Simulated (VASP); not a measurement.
Al3Ga4N7, 14 atoms in the cell. The cell holds an amorphous packing of atoms, 14 atoms: a = 5.424 Å, b = 5.677 Å, c = 5.504 Å, α = 86.24°, β = 92.15°, γ = 90.49°. 

| Property | Result |
| --- | --- |
| Program | VASP 6.6.1 |
| Task | single point |
| Functional | PBE |
| Potentials or basis | VASP PAW PBE potentials, release 64 (Al, N, Ga_d) |
| Cutoff | 520 eV |
| k mesh | 1 × 1 × 1, shifted |
| Occupations | fermi-dirac, width 0.05 eV |
| Spin | no spin polarisation |
| Dipole correction | no |
| Further INCAR settings | ALGO = Normal; EDIFF = 1e-07; NBANDS = 61; ISYM = 0 |

Potentials or basis: VASP PAW PBE potentials, release 64 (Al, N, Ga_d).

The run is started by

```bash
$ cat potpaw_PBE.64/Al/POTCAR potpaw_PBE.64/N/POTCAR potpaw_PBE.64/Ga_d/POTCAR > POTCAR
$ mpirun -np 1 vasp_std > vasp.out
```

Hardware: 1 thread of Intel(R) Xeon(R) Platinum 8488C (Sapphire Rapids), with other jobs on the host.

Question: How long does it take, and how much memory?

Answer: Run time: 22 s on 1 thread of Intel(R) Xeon(R) Platinum 8488C (Sapphire Rapids) (shared host), peak memory 0.24 GiB. Counts: scf iterations 19, k points 1.
